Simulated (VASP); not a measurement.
Here is a VASP 6.6.1 calculation.

The input INCAR:

```
SYSTEM = TaN
PREC     = Accurate       ! precision mode
ENCUT    = 520            ! plane-wave cutoff, eV
EDIFF    = 1E-7           ! SCF threshold, eV
ISMEAR   = -1             ! smearing method
SIGMA    = 0.08           ! smearing width, eV
LREAL    = .FALSE.        ! projectors in reciprocal space
LASPH    = .TRUE.         ! aspherical terms in the spheres
NELM     = 60             ! most SCF steps
ALGO     = Normal         ! electronic algorithm
ISIF     = 2              ! what is computed and relaxed
LWAVE    = .FALSE.        ! write WAVECAR
LCHARG   = .FALSE.        ! write CHGCAR
GGA      = PE             ! functional
NBANDS   = 24             ! bands
```

Contents of KPOINTS:

```
regular mesh
0
G
  11 11 6
  0 0 0
```

The input POSCAR:

```
TaN
1.0
    2.4722046164      0.0000000000      0.0000000000
   -1.2361023082      2.1409920011      0.0000000000
    0.0000000000      0.0000000000      5.2720478861
Ta N
2 2
Direct
    0.0000000000      0.0000000000      0.0000000000
    0.0000000000      0.0000000000      0.5000000000
    0.3333333333      0.6666666667      0.2500000000
    0.6666666667      0.3333333333      0.7500000000
```

Potentials or basis: VASP PAW PBE potentials, release 64 (Ta_pv, N).

Command:

```sh
$ cat potpaw_PBE.64/Ta_pv/POTCAR potpaw_PBE.64/N/POTCAR > POTCAR
$ mpirun -np 1 vasp_std > vasp.out
```

Question: Predict the pressure.

Answer: 379.4 GPa.

Question: What does it give for the band gap on the k mesh?

Answer: Zero (band 16 reaches 13.80 eV, above the bottom of band 17 at 12.30 eV).

Stress tensor (GPa, compression positive):
```
379.24   0.00   0.00
  0.00 379.24   0.00
  0.00   0.00 379.81
```

Caveat: spin-orbit coupling is left out, which moves the levels of the heavy elements.
